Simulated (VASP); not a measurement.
# Cr (I4/mmm) in VASP: a series of runs

The runs below take Cr through single point, with RPBE.

Everything below comes from runs of VASP 6.6.1. Logs are shortened: lines on timing, memory, paths and dates and some standing lists are left out, and cuts for length are marked.

### 1 The cell of the first run

The typed cell holds 2 atoms: a = 2.905 Å, b = 2.905 Å, c = 2.906 Å, α = 90.00°, β = 90.00°, γ = 90.00°.

### 2 Single point, RPBE, collinear spin, antiferromagnetic start

File INCAR:

```
  PREC = Accurate
  ENCUT = 520
  EDIFF = 1E-6
  ISMEAR = -1
  SIGMA = 0.05
  LREAL = False
  LASPH = True
  NELM = 150
  ALGO = Normal
  ISIF = 2
  LWAVE = False
  LCHARG = True
  ISPIN = 2
  MAGMOM = 1.5 -1.5
  LORBIT = 11
  LMAXMIX = 4
  GGA = RP
  LELF = True
  LVHAR = True
  NBANDS = 23
```

File KPOINTS:

```
Automatic mesh
0
Gamma
  12 12 9
```

File POSCAR:

```
Cr
1.0
    2.9047084412      0.0000000000      0.0000000000
    0.0000000000      2.9047084412      0.0000000000
    0.0000000000      0.0000000000      2.9057725174
Cr
2
Direct
    1.0000000000      0.0000000000      0.0000000000
    0.5000000000      0.5000000000      0.5000000000
```

Potentials or basis: VASP PAW PBE potentials, release 64 (Cr_pv).

Launch:

```sh
$ cat potpaw_PBE.64/Cr_pv/POTCAR > POTCAR
$ mpirun -np 1 vasp_std > vasp.out
```

OUTCAR:

```text
PREC = Accurate
   ENCUT = 520
   EDIFF = 1E-6
   ISMEAR = -1
   LREAL = False
   LASPH = True
   NELM = 150
   ISIF = 2
   ISPIN = 2
   LORBIT = 11
   GGA = RP

 ion  position               nearest neighbor table
   1  0.000  0.000  0.000-   2 2.52   2 2.52   2 2.52   2 2.52   2 2.52   2 2.52   2 2.52   2 2.52

   2  0.500  0.500  0.500-   1 2.52   1 2.52   1 2.52   1 2.52   1 2.52   1 2.52   1 2.52   1 2.52

  LATTYP: Found a simple tetragonal cell.
 ALAT       =     2.9047084412
 C/A-ratio  =     1.0003663281

  Lattice vectors:

 A1 = (   2.9047084412,   0.0000000000,   0.0000000000)
 A2 = (   0.0000000000,   2.9047084412,   0.0000000000)
 A3 = (   0.0000000000,   0.0000000000,   2.9057725174)

Analysis of symmetry for initial positions (statically):
=====================================================================
 Subroutine PRICEL returns following result:

  LATTYP: Found a body centered tetragonal cell.
 ALAT       =     2.9047084412
 C/A-ratio  =     1.0003663281

  Lattice vectors:

 A1 = (  -1.4523542206,  -1.4523542206,  -1.4528862587)
 A2 = (   1.4523542206,   1.4523542206,  -1.4528862587)
 A3 = (   1.4523542206,  -1.4523542206,   1.4528862587)

   2 primitive cells build up your supercell.

 Routine SETGRP: Setting up the symmetry group for a
 simple tetragonal supercell.

 Subroutine GETGRP returns: Found 16 space group operations
 (whereof 16 operations were pure point group operations)
 out of a pool of 16 trial point group operations.

The static configuration has the point symmetry D_4h.

Analysis of symmetry for dynamics (positions and initial velocities):
=====================================================================
 Subroutine PRICEL returns following result:

  LATTYP: Found a body centered tetragonal cell.
 ALAT       =     2.9047084412
 C/A-ratio  =     1.0003663281

  Lattice vectors:

 A1 = (  -1.4523542206,  -1.4523542206,  -1.4528862587)
 A2 = (   1.4523542206,   1.4523542206,  -1.4528862587)
 A3 = (   1.4523542206,  -1.4523542206,   1.4528862587)

   2 primitive cells build up your supercell.

 Routine SETGRP: Setting up the symmetry group for a
 simple tetragonal supercell.

 Subroutine GETGRP returns: Found 16 space group operations
 (whereof 16 operations were pure point group operations)
 out of a pool of 16 trial point group operations.

The dynamic configuration has the point symmetry D_4h.

Analysis of structural, dynamic, and magnetic symmetry:
=====================================================================
 Subroutine PRICEL returns following result:

  LATTYP: Found a body centered tetragonal cell.
 ALAT       =     2.9047084412
 C/A-ratio  =     1.0003663281

  Lattice vectors:

 A1 = (  -1.4523542206,  -1.4523542206,  -1.4528862587)
 A2 = (   1.4523542206,   1.4523542206,  -1.4528862587)
 A3 = (   1.4523542206,  -1.4523542206,   1.4528862587)

   2 primitive cells build up your supercell.

 Routine SETGRP: Setting up the symmetry group for a
 simple tetragonal supercell.

 Subroutine GETGRP returns: Found 16 space group operations
 (whereof 16 operations were pure point group operations)
 out of a pool of 16 trial point group operations.

The overall configuration has the point symmetry D_4h.

 Subroutine INISYM returns: Found 16 space group operations
 (whereof 16 operations are pure point group operations),
 and found     2 'primitive' translations

----------------------------------------------------------------------------------------

                                     Primitive cell

  volume of cell :      12.2585

  direct lattice vectors                    reciprocal lattice vectors
    -1.452354221 -1.452354221 -1.452886259     0.000000000 -0.344268632 -0.344142562
     1.452354221  1.452354221 -1.452886259     0.344268632  0.000000000 -0.344142562
     1.452354221 -1.452354221  1.452886259     0.344268632 -0.344268632  0.000000000

  length of vectors
     2.515858511  2.515858511  2.515858511     0.486780232  0.486780232  0.486869368

  position of ions in fractional coordinates (direct lattice)
     0.000000000  0.000000000  0.000000000

  ion indices of the primitive-cell ions
   primitive index   ion index
                 1           1

----------------------------------------------------------------------------------------

 KPOINTS: Automatic mesh

Automatic generation of k-mesh.
 Grid dimensions read from file:
 generate k-points for:   12   12    9

 Generating k-lattice:

  Cartesian coordinates                     Fractional coordinates (reciprocal lattice)
     0.028689053  0.000000000  0.000000000     0.083333333  0.000000000  0.000000000
     0.000000000  0.028689053  0.000000000     0.000000000  0.083333333  0.000000000
     0.000000000  0.000000000  0.038238062     0.000000000  0.000000000  0.111111111

  Length of vectors
     0.028689053  0.028689053  0.038238062

  Shift w.r.t. Gamma in fractional coordinates (k-lattice)
     0.000000000  0.000000000  0.000000000

 Subroutine IBZKPT returns following result:
 ===========================================

 Found    140 irreducible k-points:

 Following reciprocal coordinates:
            Coordinates               Weight
  0.000000  0.000000  0.000000      1.000000
  0.083333  0.000000  0.000000      4.000000
  0.166667  0.000000  0.000000      4.000000
  0.250000  0.000000  0.000000      4.000000
  0.333333  0.000000  0.000000      4.000000
  0.416667  0.000000  0.000000      4.000000
[... 16 lines left out ...]
  0.333333  0.333333  0.000000      4.000000
  0.416667  0.333333  0.000000      8.000000
 [... further k-points ...]
   k-points           NKPTS =    140   k-points in BZ     NKDIM =    140   number of bands    NBANDS=     23
   number of dos      NEDOS =    301   number of ions     NIONS =      2
   total plane-waves  NPLWV =  13824
   dimension x,y,z NGX =    24 NGY =   24 NGZ =   24
   dimension x,y,z NGXF=    48 NGYF=   48 NGZF=   48
   ions per type =               2
   NGX,Y,Z   is equivalent  to a cutoff of  13.74, 13.74, 13.73 a.u.
   NGXF,Y,Z  is equivalent  to a cutoff of  27.47, 27.47, 27.46 a.u.
 SYSTEM =  unknown system
   PREC   = accura    normal or accurate (medium, high low for compatibility)
   ISTART =      0    job   : 0-new  1-cont  2-samecut
   ICHARG =      2    charge: 1-file 2-atom 10-const
   ISPIN  =      2    spin polarized calculation?
   LNONCOLLINEAR =      F non collinear calculations
   LSORBIT =      F    spin-orbit coupling
   LASPH  =      T    aspherical Exc in radial PAW
   ENCUT  =  520.0 eV  38.22 Ry    6.18 a.u.   5.40  5.40  5.40*2*pi/ulx,y,z
   NELM   =    150;   NELMIN=  2; NELMDL= -5     # of ELM steps
   EDIFF  = 0.1E-05   stopping-criterion for ELM
   LREAL  =      F    real-space projection
   EDIFFG = 0.1E-04   stopping-criterion for IOM
   NSW    =      0    number of steps for IOM
   IBRION =     -1    ionic relax: 0-MD 1-quasi-New 2-CG
   NFREE  =      0    steps in history (QN), initial steepest desc. (CG)
   ISIF   =      2    stress and relaxation
   ISYM   =      2    0-nonsym 1-usesym 2-fastsym
   POTIM  = 0.5000    time-step for ionic-motion
   TEBEG  =    0.0;   TEEND  =   0.0 temperature during run
   PSTRESS=    0.0 pullay stress
   NELECT =      24.0000    total number of electrons
   NUPDOWN=      -1.0000    fix difference up-down
   EMIN   =  10.00;   EMAX   =-10.00  energy-range for DOS
   EFERMI =   0.00;   METHOD = LEGACY
   ISMEAR =    -1;   SIGMA  =   0.05  broadening in eV -4-tet -1-fermi 0-gaus
   EFERMI_NEDOS =   21; number of points for ismear=-14 and -15
   IALGO  =     38    algorithm
   IMIX   =      4    mixing-type and parameters
     AMIX     =   0.40;   BMIX     =  1.00
     AMIX_MAG =   1.60;   BMIX_MAG =  1.00
  volume/ion in A,a.u.               =      12.26        82.72
  Fermi-wavevector in a.u.,A,eV,Ry     =   1.625510  3.071769 35.950445  2.642283
  Thomas-Fermi vector in A             =   2.718621
   LORBIT       =     11    0 simple, 1 ext, 2 COOP (PROOUT), +10 PAW based schemes
   GGA     = RP    functional components
   LHFCALC =     F    Hartree Fock is set to
   AEXX    =    0.0000 exact exchange contribution
   IVDW    =     0    specifies the selected vdW correction
   LEPSILON=     F    determine dielectric tensor
   LRPA    =     F    only Hartree local field effects (RPA)
 spin polarized calculation
  energy-cutoff  :      520.00
  volume of cell :       24.52
 maximum number of plane-waves:       691
 NGX is ok and might be reduce to    24
   NGX = 11   NGY = 11   NGZ = 11

 number of electron      23.9999996 magnetization       0.0000000

 number of electron      23.9999996 magnetization      -0.0000000

 Free energy of the ion-electron system (eV)
  ---------------------------------------------------
  ext. energy  EPLUGINS =         0.00000000
  ---------------------------------------------------
  free energy    TOTEN  =       -18.05493333 eV

  energy without entropy =      -18.05054338  energy(sigma->0) =      -18.05273836

 E-fermi :  10.2918     XC(G=0): -13.1765

 val. band max:       10.2686713679   @ k =   0.5000   0.0000   0.0000
 cond. band min:      10.3057327858   @ k =   0.5000   0.4167   0.0000
 fundamental gap:      0.0370614179
 Fermi energy:        10.2918016494

 spin component 1

 k-point     1 :       0.0000    0.0000    0.0000
  band No.  band energies     occupation
      1     -33.4707      1.00000
      2     -33.4707      1.00000
      3     -33.4695      1.00000
      4     -31.8399      1.00000
      5     -31.8390      1.00000
      6     -31.8390      1.00000
[... 613 lines left out ...]
     22      22.0132      0.00000
     23      27.2219      0.00000

 [... further k-points ...]

 spin component 2

 k-point     1 :       0.0000    0.0000    0.0000
  band No.  band energies     occupation
      1     -33.4707      1.00000
      2     -33.4707      1.00000
      3     -33.4695      1.00000
      4     -31.8399      1.00000
      5     -31.8390      1.00000
      6     -31.8390      1.00000
[... 613 lines left out ...]
     22      22.0132      0.00000
     23      27.2219      0.00000

 [... further k-points ...]

------------------------ aborting loop because EDIFF is reached ----------------------------------------

  FORCE on cell =-STRESS in cart. coord.  units (eV):
  Direction    XX          YY          ZZ          XY          YZ          ZX
  --------------------------------------------------------------------------------------
  -------------------------------------------------------------------------------------
  Total        0.0279134      0.0279134      0.0277247      0.0000000      0.0000000     -0.0000000
  in kB        1.8241334      1.8241334      1.8118044      0.0000000      0.0000000     -0.0000000
  external PRESSURE =       1.8200238 kB  Pullay stress =       0.0000000 kB

 VOLUME and BASIS-vectors are now :
 -----------------------------------------------------------------------------
  energy-cutoff  :      520.00
  volume of cell :       24.52
      direct lattice vectors                 reciprocal lattice vectors
     2.904708441  0.000000000  0.000000000     0.344268632  0.000000000  0.000000000
     0.000000000  2.904708441  0.000000000     0.000000000  0.344268632  0.000000000
     0.000000000  0.000000000  2.905772517     0.000000000  0.000000000  0.344142562

 POSITION                                       TOTAL-FORCE (eV/Angst)
 -----------------------------------------------------------------------------------
      0.00000      0.00000      0.00000         0.000000      0.000000     -0.000000
      1.45235      1.45235      1.45289        -0.000000     -0.000000      0.000000
 -----------------------------------------------------------------------------------
    total drift:                                0.000000      0.000000     -0.000000

  FREE ENERGIE OF THE ION-ELECTRON SYSTEM (eV)
  ---------------------------------------------------
  free  energy   TOTEN  =       -18.0549333317 eV

  energy  without entropy=      -18.0505433785  energy(sigma->0) =      -18.05273836

 total charge

# of ion       s       p       d       tot
------------------------------------------
    1        0.433   6.367   4.148  10.948
    2        0.433   6.367   4.148  10.948
--------------------------------------------------
tot          0.865  12.733   8.296  21.895

 magnetization (x)

# of ion       s       p       d       tot
------------------------------------------
    1        0.017   0.014   1.498   1.529
    2       -0.017  -0.014  -1.498  -1.529
--------------------------------------------------
tot          0.000   0.000   0.000   0.000
```

It took 3.6 min on 1 thread of Intel Xeon 8259CL, shared host; peak memory 0.23 GiB.

What came out:

```
Free energy                                           : -18.0549 eV
Pressure                                              : 0.2 GPa
Band gap on the k mesh                                : zero (filled and empty bands overlap)
Net moment                                            : 0.00 μB per cell
Site moments                                          : Cr +1.53, -1.53 μB
Valence electrons inside the program's atomic spheres : Cr 10.95
```

Caveat: the PAW data sets were made with another functional, which shifts forces and pressure a little.

### 3 Single point, RPBE, collinear spin, antiferromagnetic start (13.24 Å³/atom)

This run uses another cell than the first one, of 13.24 Å³/atom.

File INCAR:

```
ALGO = Normal
EDIFF = 1E-6
ENCUT = 520
GGA = RP
ISIF = 2
ISMEAR = -1
ISPIN = 2
LASPH = True
LCHARG = False
LMAXMIX = 4
LORBIT = 11
LREAL = False
LWAVE = False
MAGMOM = -1.418 1.418
NBANDS = 23
NELM = 150
PREC = Accurate
SIGMA = 0.05
```

File KPOINTS:

```
k-points
0
Gamma
  12 12 12
```

File POSCAR:

```
Cr
1.0
    2.9801889399      0.0000000000      0.0000000000
    0.0000000000      2.9801889399      0.0000000000
    0.0000000000      0.0000000000      2.9812806668
Cr
2
Direct
    1.0000000000      0.0000000000      0.0000000000
    0.5000000000      0.5000000000      0.5000000000
```

Potentials or basis: VASP PAW PBE potentials, release 64 (Cr_pv).

Launch:

```sh
$ cat potpaw_PBE.64/Cr_pv/POTCAR > POTCAR
$ mpirun -np 1 vasp_std > vasp.out
```

Wall time 5.5 min (1 thread of Intel Xeon 8259CL, shared host); peak memory 0.27 GiB.

Results (log left out):

```yaml
Free_energy: -18.0072 eV
Pressure: -7.6 GPa
Band_gap_on_the_k_mesh: zero (filled and empty bands overlap)
Net_moment: 0.00 μB per cell
Site_moments: Cr -2.02, +2.02 μB
Valence_electrons_inside_the_program's_atomic_spheres: Cr 10.81
```

Stress tensor (GPa, compression positive):
```
-7.57  0.00  0.00
 0.00 -7.57  0.00
 0.00  0.00 -7.68
```

Levels at points of the mesh, in eV from the Fermi level:
Spin up:
```tsv
k point	band 10	band 11	band 12	band 13	band 14	band 15
(0.00, 0.00, 0.00)	-0.93	-0.93	-0.92	1.27	1.28	2.57
(0.50, 0.00, 0.00)	-1.11	-1.11	-0.54	-0.28	0.74	0.74
(0.50, 0.50, 0.00)	-2.10	0.54	0.74	0.74	0.89	1.48
(0.00, 0.00, 0.50)	-1.11	-1.11	-0.54	-0.28	0.74	0.74
(0.50, 0.00, 0.50)	-2.10	0.54	0.74	0.74	0.88	1.47
(0.50, 0.50, 0.50)	-1.32	-1.32	-1.32	0.58	0.59	2.38
```
Spin down:
| k point | band 9 | band 10 | band 11 | band 12 | band 13 | band 14 | band 15 | band 16 |
| --- | --- | --- | --- | --- | --- | --- | --- | --- |
| (0.00, 0.00, 0.00) | -3.59 | -0.93 | -0.93 | -0.92 | 1.27 | 1.28 | 2.57 | 2.57 |
| (0.50, 0.00, 0.00) | -2.06 | -1.11 | -1.11 | -0.54 | -0.28 | 0.74 | 0.74 | 1.46 |
| (0.50, 0.50, 0.00) | -2.10 | -2.10 | 0.54 | 0.74 | 0.74 | 0.89 | 1.48 | 2.33 |
| (0.00, 0.00, 0.50) | -2.07 | -1.11 | -1.11 | -0.54 | -0.28 | 0.74 | 0.74 | 1.46 |
| (0.50, 0.00, 0.50) | -2.10 | -2.10 | 0.54 | 0.74 | 0.74 | 0.88 | 1.47 | 2.33 |
| (0.50, 0.50, 0.50) | -2.58 | -1.32 | -1.32 | -1.32 | 0.58 | 0.59 | 2.38 | 2.38 |

Caveat: the cell stands under tension; the PAW data sets were made with another functional, which shifts forces and pressure a little.
